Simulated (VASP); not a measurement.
# BAs (F-43m) in VASP: G0W0 quasiparticle levels with HSE06

Aim: the G0W0 quasiparticle levels of BAs with HSE06.

All numbers are computed with VASP 6.6.1; they aren't measurements. Logs are shortened: lines on timing, memory, paths and dates and some standing lists are left out, and cuts for length are marked.

### 1 The cell of the first run

Symmetry: F-43m, No. 216, cubic system. Conventional cell: a = 4.784 Å, b = 4.784 Å, c = 4.784 Å, α = 90.00°, β = 90.00°, γ = 90.00°. B (site symmetry -43m) has 4 As at 2.07 Å within 2.7 Å. As (site symmetry -43m) has 4 B at 2.07 Å within 2.7 Å.

### 2 G0W0 quasiparticle levels, HSE06

The input, POSCAR:

```
BAs
1.0
    0.0000000000      2.3918676038      2.3918676038
    2.3918676038      0.0000000000      2.3918676038
    2.3918676038      2.3918676038      0.0000000000
B As
1 1
Direct
    0.0000000000      0.0000000000      0.0000000000
    0.2500000000      0.2500000000      0.2500000000
```

The input, INCAR.step1:

```
SYSTEM = BAs
  PREC = Accurate
  ENCUT = 500
  EDIFF = 1E-5
  ISMEAR = 0
  SIGMA = 0.02
  LREAL = .False.
  LASPH = .True.
  NELM = 80
  ALGO = Normal
  ISIF = 2
  LWAVE = .True.
  LCHARG = .False.
  GGA = PE
```

The input, INCAR.step2:

```
SYSTEM = BAs
  PREC = Accurate
  ENCUT = 500
  EDIFF = 1E-8
  ISMEAR = 0
  SIGMA = 0.01
  LREAL = .False.
  LASPH = .True.
  NELM = 80
  ALGO = Normal
  LWAVE = .True.
  LCHARG = .False.
  GGA = PE
  LHFCALC = .True.
  HFSCREEN = 0.2
  PRECFOCK = Normal
  ISTART = 1
```

The input, INCAR.step3:

```
SYSTEM = BAs
  PREC = Accurate
  ENCUT = 500
  EDIFF = 1E-8
  ISMEAR = 0
  SIGMA = 0.01
  LREAL = .False.
  LASPH = .True.
  NELM = 1
  ALGO = Exact
  LWAVE = .True.
  LCHARG = .False.
  GGA = PE
  LHFCALC = .True.
  HFSCREEN = 0.2
  PRECFOCK = Normal
  ISTART = 1
  NBANDS = 34
  LOPTICS = .True.
```

The input, INCAR.step4:

```
SYSTEM = BAs
  PREC = Accurate
  ENCUT = 500
  EDIFF = 1E-8
  ISMEAR = 0
  SIGMA = 0.01
  LREAL = .False.
  LASPH = .True.
  ALGO = EVGW0
  LWAVE = .False.
  LCHARG = .False.
  GGA = PE
  LHFCALC = .True.
  HFSCREEN = 0.2
  PRECFOCK = Fast
  ISTART = 1
  NELMGW = 1
  NBANDS = 34
  ENCUTGW = 60
  NOMEGA = 48
  NBANDSGW = 12
```

The input, KPOINTS:

```
regular mesh
0
Gamma
  4 4 4
  0 0 0
```

Potentials or basis: VASP PAW PBE potentials, release 64 (B_GW, As_GW).

On the command line:

```bash
> cat potpaw_PBE.64/B_GW/POTCAR potpaw_PBE.64/As_GW/POTCAR > POTCAR
> cp INCAR.step1 INCAR
> mpirun -np 1 vasp_std > vasp.out
> cp INCAR.step2 INCAR
> mpirun -np 1 vasp_std > vasp.out
> cp INCAR.step3 INCAR
> mpirun -np 1 vasp_std > vasp.out
> cp INCAR.step4 INCAR
> mpirun -np 1 vasp_std > vasp.out
```

OUTCAR:

```text
SYSTEM = BAs
   PREC = Accurate
   ENCUT = 500
   EDIFF = 1E-8
   ISMEAR = 0
   LREAL = .False.
   LASPH = .True.
   GGA = PE
   LHFCALC = .True.
   HFSCREEN = 0.2
   PRECFOCK = Fast
   ISTART = 1
   NELMGW = 1
   ENCUTGW = 60

 ion  position               nearest neighbor table
   1  0.000  0.000  0.000-   2 2.07   2 2.07   2 2.07   2 2.07
   2  0.250  0.250  0.250-   1 2.07   1 2.07   1 2.07   1 2.07

  LATTYP: Found a face centered cubic cell.
 ALAT       =     4.7837352076

  Lattice vectors:

 A1 = (   0.0000000000,   2.3918676038,   2.3918676038)
 A2 = (   2.3918676038,   0.0000000000,   2.3918676038)
 A3 = (   2.3918676038,   2.3918676038,   0.0000000000)

Analysis of symmetry for initial positions (statically):
=====================================================================
 Subroutine PRICEL returns:
 Original cell was already a primitive cell.

 Routine SETGRP: Setting up the symmetry group for a
 face centered cubic supercell.

 Subroutine GETGRP returns: Found 24 space group operations
 (whereof 24 operations were pure point group operations)
 out of a pool of 48 trial point group operations.

The static configuration has the point symmetry T_d .

Analysis of symmetry for dynamics (positions and initial velocities):
=====================================================================
 Subroutine PRICEL returns:
 Original cell was already a primitive cell.

 Routine SETGRP: Setting up the symmetry group for a
 face centered cubic supercell.

 Subroutine GETGRP returns: Found 24 space group operations
 (whereof 24 operations were pure point group operations)
 out of a pool of 48 trial point group operations.

The dynamic configuration has the point symmetry T_d .

 Subroutine INISYM returns: Found 24 space group operations
 (whereof 24 operations are pure point group operations),
 and found     1 'primitive' translations

----------------------------------------------------------------------------------------

                                     Primitive cell

  volume of cell :      27.3679

  direct lattice vectors                    reciprocal lattice vectors
     0.000000000  2.391867604  2.391867604    -0.209041671  0.209041671  0.209041671
     2.391867604  0.000000000  2.391867604     0.209041671 -0.209041671  0.209041671
     2.391867604  2.391867604  0.000000000     0.209041671  0.209041671 -0.209041671

  length of vectors
     3.382611605  3.382611605  3.382611605     0.362070795  0.362070795  0.362070795

  position of ions in fractional coordinates (direct lattice)
     0.000000000  0.000000000  0.000000000
     0.250000000  0.250000000  0.250000000

  ion indices of the primitive-cell ions
   primitive index   ion index
                 1           1
                 2           2

----------------------------------------------------------------------------------------

 KPOINTS: regular mesh

Automatic generation of k-mesh.
 Grid dimensions read from file:
 generate k-points for:    4    4    4

 Generating k-lattice:

  Cartesian coordinates                     Fractional coordinates (reciprocal lattice)
    -0.052260418  0.052260418  0.052260418     0.250000000  0.000000000  0.000000000
     0.052260418 -0.052260418  0.052260418     0.000000000  0.250000000  0.000000000
     0.052260418  0.052260418 -0.052260418     0.000000000  0.000000000  0.250000000

  Length of vectors
     0.090517699  0.090517699  0.090517699

  Shift w.r.t. Gamma in fractional coordinates (k-lattice)
     0.000000000  0.000000000  0.000000000

 Subroutine IBZKPT returns following result:
 ===========================================

 Found      8 irreducible k-points:

 Following reciprocal coordinates:
            Coordinates               Weight
  0.000000  0.000000  0.000000      1.000000
  0.250000  0.000000  0.000000      8.000000
  0.500000  0.000000  0.000000      4.000000
  0.250000  0.250000  0.000000      6.000000
  0.500000  0.250000  0.000000     24.000000
 -0.250000  0.250000  0.000000     12.000000
  0.500000  0.500000  0.000000      3.000000
 -0.250000  0.500000  0.250000      6.000000
   k-points           NKPTS =      8   k-points in BZ     NKDIM =     64   number of bands    NBANDS=     34
   number of dos      NEDOS =    301   number of ions     NIONS =      2
   total plane-waves  NPLWV =  21952
   dimension x,y,z NGX =    28 NGY =   28 NGZ =   28
   dimension x,y,z NGXF=    56 NGYF=   56 NGZF=   56
   ions per type =               1   1
   NGX,Y,Z   is equivalent  to a cutoff of  13.76, 13.76, 13.76 a.u.
   NGXF,Y,Z  is equivalent  to a cutoff of  27.52, 27.52, 27.52 a.u.
 SYSTEM =  BAs
   PREC   = accura    normal or accurate (medium, high low for compatibility)
   ISTART =      1    job   : 0-new  1-cont  2-samecut
   ICHARG =      0    charge: 1-file 2-atom 10-const
   ISPIN  =      1    spin polarized calculation?
   LNONCOLLINEAR =      F non collinear calculations
   LSORBIT =      F    spin-orbit coupling
   LASPH  =      T    aspherical Exc in radial PAW
   ENCUT  =  500.0 eV  36.75 Ry    6.06 a.u.   6.17  6.17  6.17*2*pi/ulx,y,z
   NELM   =     60;   NELMIN=  2; NELMDL=  0     # of ELM steps
   EDIFF  = 0.1E-07   stopping-criterion for ELM
   LREAL  =      F    real-space projection
   EDIFFG = 0.1E-06   stopping-criterion for IOM
   NSW    =      0    number of steps for IOM
   IBRION =     -1    ionic relax: 0-MD 1-quasi-New 2-CG
   NFREE  =      0    steps in history (QN), initial steepest desc. (CG)
   ISIF   =      0    stress and relaxation
   ISYM   =      3    0-nonsym 1-usesym 2-fastsym
   POTIM  = 0.5000    time-step for ionic-motion
   TEBEG  =    0.0;   TEEND  =   0.0 temperature during run
   PSTRESS=    0.0 pullay stress
   NELECT =       8.0000    total number of electrons
   NUPDOWN=      -1.0000    fix difference up-down
   EMIN   =  10.00;   EMAX   =-10.00  energy-range for DOS
   EFERMI =   0.00;   METHOD = LEGACY
   ISMEAR =     0;   SIGMA  =   0.01  broadening in eV -4-tet -1-fermi 0-gaus
   EFERMI_NEDOS =   21; number of points for ismear=-14 and -15
   IALGO  =     38    algorithm
   IMIX   =      1    mixing-type and parameters
     AMIX     =   0.40;   BMIX     =  1.00
     AMIX_MAG =   1.60;   BMIX_MAG =  1.00
  volume/ion in A,a.u.               =      13.68        92.34
  Fermi-wavevector in a.u.,A,eV,Ry     =   1.086487  2.053162 16.061039  1.180453
  Thomas-Fermi vector in A             =   2.222624
   LORBIT       =      0    0 simple, 1 ext, 2 COOP (PROOUT), +10 PAW based schemes
   GGA     = PE    functional components
   LHFCALC =     T    Hartree Fock is set to
   PRECFOCK=fast      Normal, Fast or Accurate (Low or Medium for compatibility)
   ENCUT4O =  -1.0   cutoff for four orbital integrals eV
   NKREDX  =     1    reduce k-point grid by
   NKREDY  =     1    reduce k-point grid by
   NKREDZ  =     1    reduce k-point grid by
   AEXX    =    1.0000 exact exchange contribution
   HFSCREEN=    0.0000 screening length (either q_TF or 0.3 A-1)
   HFSCREENC=   0.2000 screening length for correlation (either q_TF or 0.3 A-1)
   ENCUTFOCK=  -1.0 apply spherical cutoff to Coloumb kernel
   IVDW    =     0    specifies the selected vdW correction
   LEPSILON=     F    determine dielectric tensor
   LRPA    =     F    only Hartree local field effects (RPA)
   LRPAFORCE           =     F    calculate RPA forces
   ENCUTGW             =  60.0    cutoff for response function in eV
   ENCUTGWSOFT         =  48.0    soft cutoff for Coulomb kernel in GW response function in eV
   ENCUTLF             =  -1.0    cutoff for local field effects
   NELMGW              =     1    number of iterations in solving QP/BSE equation
   NELMHF              =     1    number of iterations in the inner HF iteration
   NKREDLFX            =     1    NKREDLFY  =   1   NKREDLFZ  =   1
 non-spin polarized calculation
 Gauss-broadening in eV      SIGMA  =   0.01
  energy-cutoff  :      500.00
  volume of cell :       27.37
 maximum number of plane-waves:       725
 NGX is ok and might be reduce to    28
  NGX = 14; NGY = 14; NGZ = 14
 maximum number of plane-waves:        34
 NGX is ok and might be reduce to    10

 QP shifts <psi_nk| G(iteration)W_0 |psi_nk>: iteration 1
 for sc-GW calculations column KS-energies equals QP-energies in previous step
 and V_xc(KS)=  KS-energies - (<T + V_ion + V_H > + <T+V_H+V_ion>^1  + <V_x>^1)

 k-point   1 :       0.0000    0.0000    0.0000
  band No.  KS-energies  QP-energies   sigma(KS)   V_xc(KS)     V^pw_x(r,r')   Z            occupation Imag(sigma)

      1     -11.1733     -10.3378     -12.4579     -13.5808     -19.5624       0.7440       2.0000       1.2439
      2       5.6992       6.0299     -12.5894     -12.9942     -14.4123       0.8169       2.0000       0.0612
      3       5.6992       6.0299     -12.5894     -12.9942     -14.4123       0.8169       2.0000       0.0612
      4       5.6992       6.0299     -12.5894     -12.9942     -14.4123       0.8169       2.0000       0.0612
      5       9.8560      10.2872     -10.3214     -10.8553      -6.4768       0.8076       0.0000      -0.0907
      6       9.8560      10.2872     -10.3214     -10.8553      -6.4768       0.8076       0.0000      -0.0907
      7       9.8560      10.2872     -10.3214     -10.8553      -6.4768       0.8076       0.0000      -0.0907
      8      11.5444      12.1097     -10.9808     -11.7000      -6.3130       0.7860       0.0000      -0.1292
      9      16.3245      16.1594      -8.4166      -8.2106      -2.9842       0.8017       0.0000      -0.2744
     10      19.7694      19.8446      -9.5904      -9.6853      -4.3748       0.7924       0.0000      -0.2979
     11      19.7694      19.8446      -9.5904      -9.6853      -4.3748       0.7924       0.0000      -0.2979
     12      21.2761      21.0954      -8.3977      -8.1701      -2.4603       0.7942       0.0000      -0.5002

 k-point   2 :       0.2500    0.0000    0.0000
  band No.  KS-energies  QP-energies   sigma(KS)   V_xc(KS)     V^pw_x(r,r')   Z            occupation Imag(sigma)
[... 97 lines left out ...]
      1      -6.3243      -5.5089     -12.6714     -13.7562     -18.2475       0.7517       2.0000       0.6165
      2      -3.2414      -2.7349     -12.7386     -13.4130     -17.5495       0.7510       2.0000       0.3672
      3      -0.2173       0.0491     -11.6765     -12.0159     -14.7276       0.7849       2.0000       0.1444
      4       0.0967       0.3540     -11.7482     -12.0769     -14.7212       0.7827       2.0000       0.1352
      5      11.9076      12.0652      -9.7314      -9.9287      -5.2187       0.7992       0.0000      -0.1248
      6      12.8558      13.3026     -10.4479     -11.0170      -5.5410       0.7852       0.0000      -0.1541
      7      13.4065      13.5140      -9.3231      -9.4563      -4.8283       0.8063       0.0000      -0.1411
      8      13.8663      14.1240     -10.2491     -10.5764      -5.2977       0.7874       0.0000      -0.1850
      9      19.5049      19.6647     -10.4123     -10.6218      -4.2054       0.7626       0.0000      -0.4466
     10      22.7154      22.9162     -10.3864     -10.6455      -4.1963       0.7747       0.0000      -0.6591
     11      22.7900      22.7665      -9.5585      -9.5282      -3.3309       0.7767       0.0000      -0.5865
     12      26.0380      26.2040      -9.6395      -9.8515      -3.4196       0.7835       0.0000      -0.8430
```

It took 6.7 min on 1 thread of Intel Xeon Platinum 8559C (Emerald Rapids), shared host; peak memory 0.4 GiB.

Results:

- Quasiparticle gap: 1.93 eV
- Least direct quasiparticle gap: 4.26 eV
- Band gap of the starting levels on the mesh: 2.14 eV
- Least direct gap of the starting levels on the mesh: 4.16 eV

Caveat: the k points lie up to 0.57 Å⁻¹ apart; bands, screening cutoff and mesh are small and nothing is extrapolated, so the quasiparticle values aren't converged.
